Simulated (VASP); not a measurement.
## CuNi2: relaxation of cell and atoms with PBE

The system is CuNi2.

```
Cu Ni
1.0
     2.52069    0.00000    0.00000
    -1.26035    2.18299    0.00000
     0.00000    0.00000   11.94760
Cu Ni
2 4
Cartesian
  0.0000 1.4553 7.9651
  0.0000 1.4553 3.9825
  0.0000 1.4553 0.0000
  1.2603 0.7277 9.9563
  1.2603 0.7277 1.9913
  1.2603 0.7277 5.9738
```

```yaml
Program: VASP 6.6.1
Task: relaxation of cell and atoms
Functional: PBE
Potentials_or_basis: VASP PAW PBE potentials, release 64 (Cu, Ni)
Cutoff: 600 eV
k_mesh: 6 × 6 × 2
Occupations: gaussian, width 0.1 eV
Spin: collinear spin, ferrimagnetic start
Starting_moments: "[0.0, 0.0, -2.0, -2.0, 2.0, -2.0] μB"
Dipole_correction: no
Further_INCAR_settings: ALGO = Fast; EDIFF = 1e-07; IBRION = 2; EDIFFG = -0.04; NSW = 90; ISIF = 3
```

* Relaxed volume: 11.23 Å³/atom
* Relaxed cell: a = 2.499 Å, b = 2.499 Å, c = 12.456 Å, α = 90.00°, β = 90.00°, γ = 120.00°
* Space group after relaxing (to 0.1 Å): P-6m2 (No. 187)
* Energy gained by relaxing: 20.8 meV/atom
* Ionic steps: 8
* Pressure after relaxing: -0.1 GPa
* Largest force after relaxing: 0.008 eV/Å
* Net moment: -1.83 μB per cell
* Site moments: Cu -0.01; Ni -0.70, -0.55, -0.05 (each value once) μB
* Valence electrons inside the program's atomic spheres: Cu 10.04; Ni 9.29, 9.28 (each value once)

Forces on the atoms (eV/Å):
```
Cu   0.000  0.000  0.008
Cu   0.000  0.000 -0.008
Ni   0.000  0.000  0.000
Ni   0.000  0.000 -0.004
Ni   0.000  0.000  0.004
Ni   0.000  0.000  0.000
```

Step by step:
```csv
step,energy change (eV),largest force (eV/Å),pressure (GPa),volume (Å³)
1,0.0000,0.4548,4.64,65.74
2,-0.0963,0.2164,-3.65,68.77
3,-0.0984,0.2417,-2.67,68.36
4,-0.1212,0.0965,0.42,67.17
5,-0.1215,0.1114,0.07,67.29
6,-0.1232,0.0728,0.07,67.29
7,-0.1249,0.0416,0.09,67.30
8,-0.1251,0.0081,-0.12,67.39
```

Final structure:
```xyz
6
Lattice="2.4994 0.0000 0.0000 -1.2497 2.1646 0.0000 0.0000 0.0000 12.4562" Properties=species:S:1:pos:R:3 pbc="T T T"
Cu    0.0000    1.4430    8.3181
Cu    0.0000    1.4430    4.1382
Ni    0.0000    1.4430    0.0000
Ni    1.2497    0.7215   10.4339
Ni    1.2497    0.7215    2.0223
Ni    1.2497    0.7215    6.2281
```

Levels at points of the mesh, in eV from the Fermi level:
Spin up:
| k point | band 28 | band 29 | band 30 | band 31 | band 32 | band 33 | band 34 | band 35 |
| --- | --- | --- | --- | --- | --- | --- | --- | --- |
| (0.00, 0.00, 0.00) | -0.64 | -0.64 | -0.53 | -0.21 | -0.21 | -0.15 | -0.15 | 0.05 |
| (0.50, 0.00, 0.00) | 0.26 | 0.35 | 0.35 | 0.61 | 0.74 | 1.29 | 2.18 | 2.41 |
| (0.00, 0.00, 0.50) | -1.17 | -0.63 | -0.63 | -0.21 | -0.21 | -0.15 | -0.15 | 0.05 |
| (0.50, 0.00, 0.50) | 0.26 | 0.35 | 0.35 | 0.87 | 1.16 | 1.33 | 1.55 | 2.70 |
Spin down:
| k point | band 30 | band 31 | band 32 | band 33 | band 34 | band 35 | band 36 | band 37 |
| --- | --- | --- | --- | --- | --- | --- | --- | --- |
| (0.00, 0.00, 0.00) | -0.78 | -0.78 | -0.68 | -0.68 | -0.51 | -0.26 | -0.26 | 4.97 |
| (0.50, 0.00, 0.00) | 0.21 | 0.58 | 0.73 | 1.04 | 2.05 | 2.33 | 2.87 | 6.36 |
| (0.00, 0.00, 0.50) | -1.21 | -0.79 | -0.79 | -0.68 | -0.68 | -0.26 | -0.26 | 6.28 |
| (0.50, 0.00, 0.50) | 0.21 | 0.83 | 0.95 | 1.16 | 1.48 | 2.62 | 2.80 | 6.06 |

It took 26 min on 1 thread of Intel Xeon 8259CL (shared host), peak memory 0.27 GiB.

Caveat: the k points lie up to 0.48 Å⁻¹ apart in the final cell.
